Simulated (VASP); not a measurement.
# TiAl (R-3m) in VASP: notebook

TiAl is run at these levels: r2SCAN; tasks: single point.

Everything below comes from runs of VASP 6.6.1. Logs are shortened: lines on timing, memory, paths and dates and some standing lists are left out, and cuts for length are marked.

## 1. The cell of the first run

It takes space group R-3m (No. 166, trigonal). The conventional cell has a = 5.664 Å, b = 5.664 Å, c = 3.469 Å, α = 90.00°, β = 90.00°, γ = 120.00°. Ti (site symmetry -3m) has 2 Al at 1.73 Å within 2.3 Å. Within 2.3 Å of Al (site symmetry -3m) lie 2 Ti at 1.73 Å.

## 2. Single point, r2SCAN

POSCAR

```
TiAl
1.0
    3.3378080438     -0.6675616088     -0.6675616088
   -0.6675616088      3.3378080438     -0.6675616088
   -0.6675616088     -0.6675616088      3.3378080438
Ti Al
1 1
Direct
    0.0000000000      0.0000000000      0.0000000000
    0.5000000000      0.5000000000      0.5000000000
```

INCAR.step1

```
PREC     = Accurate       # precision mode
ENCUT    = 520            # plane-wave cutoff, eV
ISMEAR   = 0              # smearing method
SIGMA    = 0.15           # smearing width, eV
LREAL    = False          # projectors in reciprocal space
LASPH    = True           # aspherical terms in the spheres
NELM     = 60             # most SCF steps
NBANDS   = 14             # bands
GGA      = PE             # functional
ALGO     = Normal         # electronic algorithm
EDIFF    = 1E-4           # SCF threshold, eV
LWAVE    = True           # write WAVECAR
LCHARG   = False          # write CHGCAR
```

INCAR.step2

```
PREC     = Accurate       # precision mode
ENCUT    = 520            # plane-wave cutoff, eV
EDIFF    = 1E-6           # SCF threshold, eV
ISMEAR   = 0              # smearing method
SIGMA    = 0.15           # smearing width, eV
LREAL    = False          # projectors in reciprocal space
LASPH    = True           # aspherical terms in the spheres
NELM     = 60             # most SCF steps
ALGO     = Normal         # electronic algorithm
ISIF     = 2              # what is computed and relaxed
LWAVE    = False          # write WAVECAR
LCHARG   = True           # write CHGCAR
METAGGA  = R2SCAN         # meta-GGA
LMIXTAU  = True         
LELF     = True           # ELF
LVHAR    = True         
NBANDS   = 14             # bands
ISTART   = 1
```

KPOINTS

```
regular mesh
0
Gamma
  16 16 16
```

Potentials or basis: VASP PAW PBE potentials, release 64 (Ti_sv, Al).

Command:

```console
$ cat potpaw_PBE.64/Ti_sv/POTCAR potpaw_PBE.64/Al/POTCAR > POTCAR
$ cp INCAR.step1 INCAR
$ mpirun -np 1 vasp_std > vasp.out
$ cp INCAR.step2 INCAR
$ mpirun -np 1 vasp_std > vasp.out
```

OUTCAR:

```text
PREC = Accurate
   ENCUT = 520
   EDIFF = 1E-6
   ISMEAR = 0
   LREAL = False
   LASPH = True
   NELM = 60
   ISIF = 2
   METAGGA = R2SCAN
   ISTART = 1

 ion  position               nearest neighbor table
   1  0.000  0.000  0.000-   2 1.73   2 1.73
   2  0.500  0.500  0.500-   1 1.73   1 1.73

  LATTYP: Found a body centered cubic cell.
 ALAT       =     4.0053696526

  Lattice vectors:

 A1 = (   3.3378080438,  -0.6675616088,  -0.6675616088)
 A2 = (  -0.6675616088,   3.3378080438,  -0.6675616088)
 A3 = (  -0.6675616088,  -0.6675616088,   3.3378080438)

Analysis of symmetry for initial positions (statically):
=====================================================================
 Subroutine PRICEL returns:
 Original cell was already a primitive cell.

 Routine SETGRP: Setting up the symmetry group for a
 body centered cubic supercell.

 Subroutine GETGRP returns: Found 12 space group operations
 (whereof 12 operations were pure point group operations)
 out of a pool of 48 trial point group operations.

The static configuration has the point symmetry D_3d.

Analysis of symmetry for dynamics (positions and initial velocities):
=====================================================================
 Subroutine PRICEL returns:
 Original cell was already a primitive cell.

 Routine SETGRP: Setting up the symmetry group for a
 body centered cubic supercell.

 Subroutine GETGRP returns: Found 12 space group operations
 (whereof 12 operations were pure point group operations)
 out of a pool of 48 trial point group operations.

The dynamic configuration has the point symmetry D_3d.

 Subroutine INISYM returns: Found 12 space group operations
 (whereof 12 operations are pure point group operations),
 and found     1 'primitive' translations

----------------------------------------------------------------------------------------

                                     Primitive cell

  volume of cell :      32.1290

  direct lattice vectors                    reciprocal lattice vectors
     3.337808044 -0.667561609 -0.667561609     0.332886462  0.083221616  0.083221616
    -0.667561609  3.337808044 -0.667561609     0.083221616  0.332886462  0.083221616
    -0.667561609 -0.667561609  3.337808044     0.083221616  0.083221616  0.332886462

  length of vectors
     3.468751871  3.468751871  3.468751871     0.353079412  0.353079412  0.353079412

  position of ions in fractional coordinates (direct lattice)
     0.000000000  0.000000000  0.000000000
     0.500000000  0.500000000  0.500000000

  ion indices of the primitive-cell ions
   primitive index   ion index
                 1           1
                 2           2

----------------------------------------------------------------------------------------

 KPOINTS: regular mesh

Automatic generation of k-mesh.
 Grid dimensions read from file:
 generate k-points for:   16   16   16

 Generating k-lattice:

  Cartesian coordinates                     Fractional coordinates (reciprocal lattice)
     0.020805404  0.005201351  0.005201351     0.062500000  0.000000000  0.000000000
     0.005201351  0.020805404  0.005201351     0.000000000  0.062500000  0.000000000
     0.005201351  0.005201351  0.020805404     0.000000000  0.000000000  0.062500000

  Length of vectors
     0.022067463  0.022067463  0.022067463

  Shift w.r.t. Gamma in fractional coordinates (k-lattice)
     0.000000000  0.000000000  0.000000000

 Subroutine IBZKPT returns following result:
 ===========================================

 Found    417 irreducible k-points:

 Following reciprocal coordinates:
            Coordinates               Weight
  0.000000  0.000000  0.000000      1.000000
  0.062500 -0.000000  0.000000      6.000000
  0.062500  0.000000 -0.062500      6.000000
  0.125000 -0.000000  0.000000      6.000000
  0.125000  0.000000 -0.125000      6.000000
  0.187500 -0.000000 -0.000000      6.000000
[... 16 lines left out ...]
  0.187500 -0.062500 -0.000000     12.000000
  0.187500 -0.125000 -0.062500     12.000000
 [... further k-points ...]
   k-points           NKPTS =    417   k-points in BZ     NKDIM =    417   number of bands    NBANDS=     14
   number of dos      NEDOS =    301   number of ions     NIONS =      2
   total plane-waves  NPLWV =  21952
   dimension x,y,z NGX =    28 NGY =   28 NGZ =   28
   dimension x,y,z NGXF=    56 NGYF=   56 NGZF=   56
   ions per type =               1   1
   NGX,Y,Z   is equivalent  to a cutoff of  13.42, 13.42, 13.42 a.u.
   NGXF,Y,Z  is equivalent  to a cutoff of  26.84, 26.84, 26.84 a.u.
 SYSTEM =  unknown system
   PREC   = accura    normal or accurate (medium, high low for compatibility)
   ISTART =      1    job   : 0-new  1-cont  2-samecut
   ICHARG =      0    charge: 1-file 2-atom 10-const
   ISPIN  =      1    spin polarized calculation?
   LNONCOLLINEAR =      F non collinear calculations
   LSORBIT =      F    spin-orbit coupling
   LASPH  =      T    aspherical Exc in radial PAW
   ENCUT  =  520.0 eV  38.22 Ry    6.18 a.u.   6.45  6.45  6.45*2*pi/ulx,y,z
   NELM   =     60;   NELMIN=  2; NELMDL=  0     # of ELM steps
   EDIFF  = 0.1E-05   stopping-criterion for ELM
   LREAL  =      F    real-space projection
   EDIFFG = 0.1E-04   stopping-criterion for IOM
   NSW    =      0    number of steps for IOM
   IBRION =     -1    ionic relax: 0-MD 1-quasi-New 2-CG
   NFREE  =      0    steps in history (QN), initial steepest desc. (CG)
   ISIF   =      2    stress and relaxation
   ISYM   =      2    0-nonsym 1-usesym 2-fastsym
   POTIM  = 0.5000    time-step for ionic-motion
   TEBEG  =    0.0;   TEEND  =   0.0 temperature during run
   PSTRESS=    0.0 pullay stress
   NELECT =      15.0000    total number of electrons
   NUPDOWN=      -1.0000    fix difference up-down
   EMIN   =  10.00;   EMAX   =-10.00  energy-range for DOS
   EFERMI =   0.00;   METHOD = LEGACY
   ISMEAR =     0;   SIGMA  =   0.15  broadening in eV -4-tet -1-fermi 0-gaus
   EFERMI_NEDOS =   21; number of points for ismear=-14 and -15
   IALGO  =     38    algorithm
   IMIX   =      4    mixing-type and parameters
     AMIX     =   0.40;   BMIX     =  1.00
     AMIX_MAG =   1.60;   BMIX_MAG =  1.00
  volume/ion in A,a.u.               =      16.06       108.41
  Fermi-wavevector in a.u.,A,eV,Ry     =   1.270007  2.399964 21.945065  1.612917
  Thomas-Fermi vector in A             =   2.403017
   LORBIT       =      0    0 simple, 1 ext, 2 COOP (PROOUT), +10 PAW based schemes
   METAGGA = R2SCAN    functional components
   LHFCALC =     F    Hartree Fock is set to
   AEXX    =    0.0000 exact exchange contribution
   IVDW    =     0    specifies the selected vdW correction
   LEPSILON=     F    determine dielectric tensor
   LRPA    =     F    only Hartree local field effects (RPA)
 non-spin polarized calculation
 Gauss-broadening in eV      SIGMA  =   0.15
  energy-cutoff  :      520.00
  volume of cell :       32.13
 maximum number of plane-waves:       899
 NGX is ok and might be reduce to    28

 number of electron      14.9999998 magnetization

 Free energy of the ion-electron system (eV)
  ---------------------------------------------------
  ext. energy  EPLUGINS =         0.00000000
  ---------------------------------------------------
  free energy    TOTEN  =        -8.47492332 eV

  energy without entropy =       -8.44984284  energy(sigma->0) =       -8.46238308

 E-fermi :   8.0082     XC(G=0): -11.4506

 val. band max:        8.0081605298   @ k =  -0.2500   0.3125   0.1875
 cond. band min:       8.0118955168   @ k =  -0.3125   0.3125   0.0625
 fundamental gap:      0.0037349871
 Fermi energy:         8.0082388692

 k-point     1 :       0.0000    0.0000    0.0000
  band No.  band energies     occupation
      1     -50.5374      2.00000
      2     -26.7216      2.00000
      3     -25.5706      2.00000
      4     -25.5706      2.00000
      5      -0.3453      2.00000
      6       7.1995      2.00000
      7       7.1995      2.00000
      8       7.3303      2.00000
      9       9.3295      0.00000
     10       9.3295      0.00000
     11      14.7920      0.00000
     12      14.7920      0.00000
     13      19.0396      0.00000
     14      19.7126      0.00000

 k-point     2 :       0.0625   -0.0000    0.0000
  band No.  band energies     occupation
      1     -50.5345      2.00000
      2     -26.7348      2.00000
      3     -25.5736      2.00000
      4     -25.5713      2.00000
      5      -0.2568      2.00000
      6       7.1132      2.00000
      7       7.1706      2.00000
      8       7.3669      2.00000
      9       9.3201      0.00000
     10       9.3489      0.00000
     11      14.8757      0.00000
     12      14.9128      0.00000
     13      18.5198      0.00000
     14      19.2092      0.00000

 k-point     3 :       0.0625    0.0000   -0.0625
  band No.  band energies     occupation
      1     -50.5370      2.00000
      2     -26.7221      2.00000
      3     -25.5750      2.00000
      4     -25.5716      2.00000
      5      -0.2649      2.00000
      6       7.1988      2.00000
      7       7.2328      2.00000
      8       7.2979      2.00000
      9       9.2201      0.00000
     10       9.3529      0.00000
     11      14.7383      0.00000
     12      14.7538      0.00000
     13      18.6502      0.00000
     14      19.0326      0.00000
[... 324 lines left out ...]
 k-point    23 :       0.1875   -0.0625   -0.0000
  band No.  band energies     occupation
      1     -50.5251      2.00000
      2     -26.7736      2.00000
      3     -25.5945      2.00000
      4     -25.5748      2.00000
      5       0.2404      2.00000
      6       6.6971      2.00000
      7       7.1671      2.00000
      8       7.5624      1.99997
      9       9.0547      0.00000
     10       9.5159      0.00000
     11      14.5572      0.00000
     12      15.0999      0.00000
     13      16.9305      0.00000
     14      17.8599      0.00000

 k-point    24 :       0.1875   -0.1250   -0.0625
  band No.  band energies     occupation
      1     -50.5346      2.00000
      2     -26.7249      2.00000
      3     -25.5983      2.00000
      4     -25.5775      2.00000
      5       0.2081      2.00000
      6       6.9875      2.00000
      7       7.2714      2.00000
      8       7.4672      2.00000
      9       8.6352      0.00000
     10       9.5223      0.00000
     11      14.2418      0.00000
     12      14.4526      0.00000
     13      17.7150      0.00000
     14      18.1815      0.00000

 [... further k-points ...]

------------------------ aborting loop because EDIFF is reached ----------------------------------------

  FORCE on cell =-STRESS in cart. coord.  units (eV):
  Direction    XX          YY          ZZ          XY          YZ          ZX
  --------------------------------------------------------------------------------------
  -------------------------------------------------------------------------------------
  Total       14.5793090     14.5793090     14.5793090     19.9165033     19.9165033     19.9165033
  in kB      727.0256114    727.0256114    727.0256114    993.1751869    993.1751869    993.1751869
  external PRESSURE =     727.0256114 kB  Pullay stress =       0.0000000 kB

 VOLUME and BASIS-vectors are now :
 -----------------------------------------------------------------------------
  energy-cutoff  :      520.00
  volume of cell :       32.13
      direct lattice vectors                 reciprocal lattice vectors
     3.337808044 -0.667561609 -0.667561609     0.332886462  0.083221616  0.083221616
    -0.667561609  3.337808044 -0.667561609     0.083221616  0.332886462  0.083221616
    -0.667561609 -0.667561609  3.337808044     0.083221616  0.083221616  0.332886462

 POSITION                                       TOTAL-FORCE (eV/Angst)
 -----------------------------------------------------------------------------------
      0.00000      0.00000      0.00000         0.000000     -0.000000     -0.000000
      1.00134      1.00134      1.00134        -0.000000      0.000000      0.000000
 -----------------------------------------------------------------------------------
    total drift:                               -0.000000      0.000000     -0.000000

  FREE ENERGIE OF THE ION-ELECTRON SYSTEM (eV)
  ---------------------------------------------------
  free  energy   TOTEN  =        -8.4749233224 eV

  energy  without entropy=       -8.4498428411  energy(sigma->0) =       -8.46238308
```

Run time: 7.3 min. Hardware: 1 thread of Intel Xeon 6975P-C (Granite Rapids), shared host; peak memory 0.32 GiB.

What came out:

```
Free energy : -8.4749 eV
Pressure    : 72.7 GPa
```

Stress tensor (GPa, compression positive):
```
72.70 99.32 99.32
99.32 72.70 99.32
99.32 99.32 72.70
```

Caveat: the PAW data sets were made with another functional, which shifts forces and pressure a little.

## 3. Single point, r2SCAN

This run uses another cell than the first one, of the same volume but with other edges.

POSCAR

```
TiAl
1.0
    3.2190510025     -0.3444740925     -0.3444740925
   -0.3444740925      3.2190510025     -0.3444740925
   -0.3444740925     -0.3444740925      3.2190510025
Ti Al
1 1
Direct
    0.0000000000      0.0000000000      0.0000000000
    0.5000000000      0.5000000000      0.5000000000
```

INCAR.step1

```
ALGO = Normal
EDIFF = 1E-4
ENCUT = 520
GGA = PE
ISMEAR = 0
LASPH = True
LCHARG = False
LREAL = False
LWAVE = True
NBANDS = 14
NELM = 80
PREC = Accurate
SIGMA = 0.15
```

INCAR.step2

```
ALGO = Normal
EDIFF = 1E-6
ENCUT = 520
ISIF = 2
ISMEAR = 0
ISTART = 1
LASPH = True
LCHARG = False
LMIXTAU = True
LREAL = False
LWAVE = False
METAGGA = R2SCAN
NBANDS = 14
NELM = 80
PREC = Accurate
SIGMA = 0.15
```

KPOINTS

```
k-points
0
Gamma
  16 16 16
```

Potentials or basis: VASP PAW PBE potentials, release 64 (Ti_sv, Al).

Command:

```console
$ cat potpaw_PBE.64/Ti_sv/POTCAR potpaw_PBE.64/Al/POTCAR > POTCAR
$ cp INCAR.step1 INCAR
$ mpirun -np 1 vasp_std > vasp.out
$ cp INCAR.step2 INCAR
$ mpirun -np 1 vasp_std > vasp.out
```

Wall time 3.1 min (1 thread of Intel Xeon 6975P-C (Granite Rapids), shared host); peak memory 0.3 GiB.

Results (log left out):

```
Free energy : -18.0273 eV
Pressure    : 17.3 GPa
```

Stress tensor (GPa, compression positive):
```
17.35 37.39 37.39
37.39 17.35 37.39
37.39 37.39 17.35
```

Levels at points of the mesh, in eV from the Fermi level:
```
           k point  band 5  band 6  band 7  band 8  band 9  band 10
(0.00, 0.00, 0.00)   -9.24   -0.80   -0.80    0.76    2.32     2.32
(0.50, 0.00, 0.00)   -5.49   -4.84   -0.57   -0.39    2.05     2.37
(0.50, 0.50, 0.00)   -5.00   -3.05   -1.06    0.51    0.78     1.47
(0.50, 0.50, 0.50)   -3.18   -3.18   -1.94    0.46    2.23     2.23
```

Caveat: the PAW data sets were made with another functional, which shifts forces and pressure a little.

## 4. Single point, r2SCAN

This run uses another cell than the first one, of the same volume but with other edges.

POSCAR

```
TiAl
1.0
    3.2224982572      0.3874558022      0.3874558022
    0.3874558022      3.2224982572      0.3874558022
    0.3874558022      0.3874558022      3.2224982572
Ti Al
1 1
Direct
    0.0000000000      0.0000000000      0.0000000000
    0.5000000000      0.5000000000      0.5000000000
```

INCAR.step1

```
PREC     = Accurate       # precision mode
ENCUT    = 520            # plane-wave cutoff, eV
ISMEAR   = 0              # smearing method
SIGMA    = 0.15           # smearing width, eV
LREAL    = F              # projectors in reciprocal space
LASPH    = T              # aspherical terms in the spheres
NELM     = 60             # most SCF steps
NBANDS   = 14             # bands
GGA      = PE             # functional
ALGO     = Normal         # electronic algorithm
EDIFF    = 1E-4           # SCF threshold, eV
LWAVE    = T              # write WAVECAR
LCHARG   = F              # write CHGCAR
```

INCAR.step2

```
PREC     = Accurate       # precision mode
ENCUT    = 520            # plane-wave cutoff, eV
EDIFF    = 1E-6           # SCF threshold, eV
ISMEAR   = 0              # smearing method
SIGMA    = 0.15           # smearing width, eV
LREAL    = F              # projectors in reciprocal space
LASPH    = T              # aspherical terms in the spheres
NELM     = 60             # most SCF steps
ALGO     = Normal         # electronic algorithm
ISIF     = 2              # what is computed and relaxed
LWAVE    = F              # write WAVECAR
LCHARG   = F              # write CHGCAR
METAGGA  = R2SCAN         # meta-GGA
LMIXTAU  = T            
NBANDS   = 14             # bands
ISTART   = 1
```

KPOINTS

```
regular mesh
0
Gamma
  16 16 16
```

Command:

```console
$ cat potpaw_PBE.64/Ti_sv/POTCAR potpaw_PBE.64/Al/POTCAR > POTCAR
$ cp INCAR.step1 INCAR
$ mpirun -np 1 vasp_std > vasp.out
$ cp INCAR.step2 INCAR
$ mpirun -np 1 vasp_std > vasp.out
```

Wall time 4.1 min (1 thread of Intel Xeon 6975P-C (Granite Rapids), shared host); peak memory 0.3 GiB.

Results (log left out):

- Free energy: -19.7420 eV
- Pressure: 7.8 GPa

Stress tensor (GPa, compression positive):
```
 7.83 -7.61 -7.61
-7.61  7.83 -7.61
-7.61 -7.61  7.83
```

Levels at points of the mesh, in eV from the Fermi level:
| k point | band 4 | band 5 | band 6 | band 7 | band 8 | band 9 | band 10 | band 11 | band 12 | band 13 |
| --- | --- | --- | --- | --- | --- | --- | --- | --- | --- | --- |
| (0.00, 0.00, 0.00) | -34.03 | -9.21 | -0.77 | -0.77 | 1.27 | 1.27 | 2.26 | 5.35 | 5.35 | 6.63 |
| (0.50, 0.00, 0.00) | -34.07 | -5.58 | -4.87 | -0.98 | 0.95 | 1.05 | 1.89 | 3.52 | 7.08 | 8.49 |
| (0.50, 0.50, 0.00) | -34.12 | -4.88 | -2.69 | -1.38 | -0.07 | 1.16 | 1.57 | 2.90 | 4.49 | 5.95 |
| (0.50, 0.50, 0.50) | -34.21 | -3.77 | -2.15 | -2.15 | -1.78 | 2.82 | 2.82 | 4.80 | 4.99 | 5.52 |

Caveat: the PAW data sets were made with another functional, which shifts forces and pressure a little.

## 5. Overview

| cell | gap on the mesh (eV) | pressure (GPa) |
| --- | --- | --- |
| a = 3.469 Å, angles 109.5°, 2 atoms | none | 72.7 |
| a = 3.256 Å, angles 101.4°, 2 atoms | none | 17.3 |
| a = 3.269 Å, angles 75.7°, 2 atoms | none | 7.8 |

Alike in all rows: task single point; level r2SCAN; potentials or basis VASP PAW PBE potentials, release 64 (Ti_sv, Al); no spin polarisation; k mesh 16 × 16 × 16; cutoff (eV) 520; smearing gaussian 0.15 eV.

Caveats: the PAW data sets were made with another functional, which shifts forces and pressure a little.

Total energies depend on the potentials used, so only differences within one code and one set of settings carry meaning.
